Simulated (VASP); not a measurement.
# ZrAl5N6 (P-3m1) in VASP: a series of runs

ZrAl5N6 is run at these levels: PBE; tasks: relaxation of cell and atoms, single point.

Everything below comes from runs of VASP 6.6.1. Logs are shortened: lines on timing, memory, paths and dates and some standing lists are left out, and cuts for length are marked.

## 1. The cell of the first run

Symmetry: P-3m1, No. 164, trigonal system. Conventional cell: a = 2.937 Å, b = 2.937 Å, c = 14.621 Å, α = 90.00°, β = 90.00°, γ = 120.00°. Zr (site symmetry -3m) has 6 N at 2.26 Å and 6 Zr at 2.94 Å within 3.0 Å. Within 2.7 Å of Al (site symmetry 3m) lie 6 N at 2.03 to 2.07 Å. Within 2.7 Å of Al (site symmetry 3m) lie 6 N at 2.06 Å. Within 2.7 Å of Al (site symmetry -3m) lie 6 N at 2.06 Å. N (site symmetry 3m) has 3 Al at 2.03 Å and 3 Zr at 2.26 Å within 2.7 Å. Within 2.7 Å of N (site symmetry 3m) lie 6 Al at 2.06 to 2.07 Å. N (site symmetry 3m) has 6 Al at 2.06 Å within 2.7 Å.

## 2. Relaxation of cell and atoms, PBE

Input file INCAR:

```
PREC = Accurate
ENCUT = 600
EDIFF = 1E-6
ISMEAR = 0
SIGMA = 0.1
LREAL = False
LASPH = True
NELM = 80
ALGO = Normal
ISIF = 3
LWAVE = False
LCHARG = False
GGA = PE
IBRION = 2
NSW = 90
EDIFFG = -0.04
```

Input file KPOINTS:

```
regular mesh
0
Gamma
  6 6 2
```

Input file POSCAR:

```
ZrAl5N6
1.0
    2.9370280604      0.0000000000      0.0000000000
   -1.4685140302      2.5435409119      0.0000000000
    0.0000000000      0.0000000000     14.6214243921
Zr Al N
1 5 6
Direct
    0.0000000000      0.0000000000      0.0000000000
    0.6666666667      0.3333333333      0.1790326144
    0.3333333333      0.6666666667      0.3397067713
    0.0000000000      0.0000000000      0.5000000000
    0.6666666667      0.3333333333      0.6602932287
    0.3333333333      0.6666666667      0.8209673856
    0.6666666667      0.3333333333      0.8976857928
    0.3333333333      0.6666666667      0.1023142072
    0.0000000000      0.0000000000      0.2597334487
    0.6666666667      0.3333333333      0.4198814535
    0.3333333333      0.6666666667      0.5801185465
    0.0000000000      0.0000000000      0.7402665513
```

Potentials or basis: VASP PAW PBE potentials, release 64 (Zr_sv, Al, N).

Run with:

```sh
cat potpaw_PBE.64/Zr_sv/POTCAR potpaw_PBE.64/Al/POTCAR potpaw_PBE.64/N/POTCAR > POTCAR
mpirun -np 1 vasp_std > vasp.out
```

OUTCAR:

```text
PREC = Accurate
   ENCUT = 600
   EDIFF = 1E-6
   ISMEAR = 0
   LREAL = False
   LASPH = True
   NELM = 80
   ISIF = 3
   GGA = PE
   IBRION = 2
   NSW = 90
   EDIFFG = -0.04

 ion  position               nearest neighbor table
   1  0.000  0.000  0.000-   7 2.26   8 2.26   8 2.26   7 2.26   7 2.26   8 2.26   2 3.12   6 3.12
                             6 3.12   2 3.12   6 3.12   2 3.12
   2  0.667  0.333  0.179-   8 2.03   8 2.03   8 2.03   9 2.07   9 2.07   9 2.07   3 2.90   3 2.90
                             3 2.90   1 3.12   1 3.12   1 3.12
   3  0.333  0.667  0.340-   9 2.06   9 2.06   9 2.06  10 2.06  10 2.06  10 2.06   4 2.89   4 2.89
                             4 2.89   2 2.90   2 2.90   2 2.90
   4  0.000  0.000  0.500-  10 2.06  11 2.06  11 2.06  10 2.06  10 2.06  11 2.06   3 2.89   5 2.89
                             3 2.89   5 2.89   3 2.89   5 2.89
   5  0.667  0.333  0.660-  12 2.06  12 2.06  12 2.06  11 2.06  11 2.06  11 2.06   4 2.89   4 2.89
                             4 2.89   6 2.90   6 2.90   6 2.90
   6  0.333  0.667  0.821-   7 2.03   7 2.03   7 2.03  12 2.07  12 2.07  12 2.07   5 2.90   5 2.90
                             5 2.90   1 3.12   1 3.12   1 3.12
   7  0.667  0.333  0.898-   6 2.03   6 2.03   6 2.03   1 2.26   1 2.26   1 2.26
   8  0.333  0.667  0.102-   2 2.03   2 2.03   2 2.03   1 2.26   1 2.26   1 2.26
   9  0.000  0.000  0.260-   3 2.06   3 2.06   3 2.06   2 2.07   2 2.07   2 2.07
  10  0.667  0.333  0.420-   4 2.06   4 2.06   4 2.06   3 2.06   3 2.06   3 2.06
  11  0.333  0.667  0.580-   4 2.06   4 2.06   4 2.06   5 2.06   5 2.06   5 2.06
  12  0.000  0.000  0.740-   5 2.06   5 2.06   5 2.06   6 2.07   6 2.07   6 2.07

  LATTYP: Found a hexagonal cell.
 ALAT       =     2.9370280604
 C/A-ratio  =     4.9783059921

  Lattice vectors:

 A1 = (   2.9370280604,   0.0000000000,   0.0000000000)
 A2 = (  -1.4685140302,   2.5435409119,   0.0000000000)
 A3 = (   0.0000000000,   0.0000000000,  14.6214243921)

Analysis of symmetry for initial positions (statically):
=====================================================================
 Subroutine PRICEL returns:
 Original cell was already a primitive cell.

 Routine SETGRP: Setting up the symmetry group for a
 hexagonal supercell.

 Subroutine GETGRP returns: Found 12 space group operations
 (whereof 12 operations were pure point group operations)
 out of a pool of 24 trial point group operations.

The static configuration has the point symmetry D_3d.

Analysis of symmetry for dynamics (positions and initial velocities):
=====================================================================
 Subroutine PRICEL returns:
 Original cell was already a primitive cell.

[... 134 lines left out ...]
   IMIX   =      4    mixing-type and parameters
     AMIX     =   0.40;   BMIX     =  1.00
     AMIX_MAG =   1.60;   BMIX_MAG =  1.00
  volume/ion in A,a.u.               =       9.10        61.43
  Fermi-wavevector in a.u.,A,eV,Ry     =   1.318017  2.490691 23.635610  1.737168
  Thomas-Fermi vector in A             =   2.448017
   LORBIT       =      0    0 simple, 1 ext, 2 COOP (PROOUT), +10 PAW based schemes
   GGA     = PE    functional components
   LHFCALC =     F    Hartree Fock is set to
   AEXX    =    0.0000 exact exchange contribution
   IVDW    =     0    specifies the selected vdW correction
   LEPSILON=     F    determine dielectric tensor
   LRPA    =     F    only Hartree local field effects (RPA)
 conjugate gradient relaxation of ions
 non-spin polarized calculation
 Gauss-broadening in eV      SIGMA  =   0.10
  energy-cutoff  :      600.00
  volume of cell :      109.23
 maximum number of plane-waves:      3692
 NGX is ok and might be reduce to    24
   NGX = 11   NGY = 11   NGZ = 59

 number of electron      57.0000009 magnetization

 Free energy of the ion-electron system (eV)
  ---------------------------------------------------
  ext. energy  EPLUGINS =         0.00000000
  ---------------------------------------------------
  free energy    TOTEN  =       -91.87032573 eV

  energy without entropy =      -91.85535451  energy(sigma->0) =      -91.86284012

 E-fermi :  10.8325     XC(G=0): -12.2290

 val. band max:       10.7871979041   @ k =   0.3333   0.1667   0.0000
 cond. band min:      11.2775558744   @ k =   0.0000   0.0000   0.0000
 fundamental gap:      0.4903579702
 Fermi energy:        10.8324810817

 k-point     1 :       0.0000    0.0000    0.0000
  band No.  band energies     occupation
      1     -38.0252      2.00000
      2     -16.4293      2.00000
      3     -15.3102      2.00000
      4     -15.3102      2.00000
      5      -7.2266      2.00000
      6      -6.7308      2.00000
[... 521 lines left out ...]
     34      16.6992      0.00000
     35      17.3638      0.00000

------------------------ aborting loop because EDIFF is reached ----------------------------------------

  FORCE on cell =-STRESS in cart. coord.  units (eV):
  Direction    XX          YY          ZZ          XY          YZ          ZX
  --------------------------------------------------------------------------------------
  -------------------------------------------------------------------------------------
  Total       -0.2025767     -0.2025767     -0.1475486     -0.0000000      0.0000000      0.0000000
  in kB       -2.9714168     -2.9714168     -2.1642592     -0.0000000      0.0000000      0.0000000
  external PRESSURE =      -2.7023643 kB  Pullay stress =       0.0000000 kB

 VOLUME and BASIS-vectors are now :
 -----------------------------------------------------------------------------
  energy-cutoff  :      600.00
  volume of cell :      109.23
      direct lattice vectors                 reciprocal lattice vectors
     2.937028060  0.000000000  0.000000000     0.340480234  0.196576355  0.000000000
    -1.468514030  2.543540912  0.000000000     0.000000000  0.393152709  0.000000000
     0.000000000  0.000000000 14.621424392     0.000000000  0.000000000  0.068392789

 POSITION                                       TOTAL-FORCE (eV/Angst)
 -----------------------------------------------------------------------------------
      0.00000      0.00000      0.00000         0.000000      0.000000     -0.000000
      1.46851      0.84785      2.61771         0.000000      0.000000     -0.007029
     -0.00000      1.69569      4.96700         0.000000      0.000000     -0.006074
      0.00000      0.00000      7.31071         0.000000      0.000000     -0.000000
      1.46851      0.84785      9.65443         0.000000     -0.000000      0.006074
     -0.00000      1.69569     12.00371         0.000000     -0.000000      0.007029
      1.46851      0.84785     13.12544         0.000000     -0.000000     -0.032736
     -0.00000      1.69569      1.49598         0.000000      0.000000      0.032736
      0.00000      0.00000      3.79767         0.000000     -0.000000      0.009627
      1.46851      0.84785      6.13926        -0.000000      0.000000      0.002706
     -0.00000      1.69569      8.48216         0.000000     -0.000000     -0.002706
      0.00000      0.00000     10.82375         0.000000      0.000000     -0.009627
 -----------------------------------------------------------------------------------
    total drift:                                0.000000      0.000000      0.000000

  FREE ENERGIE OF THE ION-ELECTRON SYSTEM (eV)
  ---------------------------------------------------
  free  energy   TOTEN  =       -91.8703257327 eV

  energy  without entropy=      -91.8553545063  energy(sigma->0) =      -91.86284012

 reached required accuracy - stopping structural energy minimisation
```

Wall time 2.5 min (1 thread of AMD EPYC 7R13, shared host); peak memory 0.24 GiB.

What came out:

```yaml
Free_energy: -91.8703 eV
Pressure_after_relaxing: -0.3 GPa
Largest_force_after_relaxing: 0.033 eV/Å
```

Forces on the atoms (eV/Å):
```
Zr   0.000  0.000  0.000
Al   0.000  0.000 -0.007
Al   0.000  0.000 -0.006
Al   0.000  0.000  0.000
Al   0.000  0.000  0.006
Al   0.000  0.000  0.007
N    0.000  0.000 -0.033
N    0.000  0.000  0.033
N    0.000  0.000  0.010
N    0.000  0.000  0.003
N    0.000  0.000 -0.003
N    0.000  0.000 -0.010
```

Stress tensor (GPa, compression positive):
```
-0.30  0.00  0.00
 0.00 -0.30  0.00
 0.00  0.00 -0.22
```

Final structure:
```xyz
12
Lattice="2.9370 0.0000 0.0000 -1.4685 2.5435 0.0000 0.0000 0.0000 14.6214" Properties=species:S:1:pos:R:3 pbc="T T T"
Zr    0.0000    0.0000    0.0000
Al    1.4685    0.8478    2.6177
Al    0.0000    1.6957    4.9670
Al    0.0000    0.0000    7.3107
Al    1.4685    0.8478    9.6544
Al    0.0000    1.6957   12.0037
N     1.4685    0.8478   13.1254
N     0.0000    1.6957    1.4960
N     0.0000    0.0000    3.7977
N     1.4685    0.8478    6.1393
N     0.0000    1.6957    8.4822
N     0.0000    0.0000   10.8238
```

Caveat: the k points lie up to 0.41 Å⁻¹ apart in the final cell; the relaxation stopped at its first step, so nothing moved.

(Part 1 of 2 ends here.)
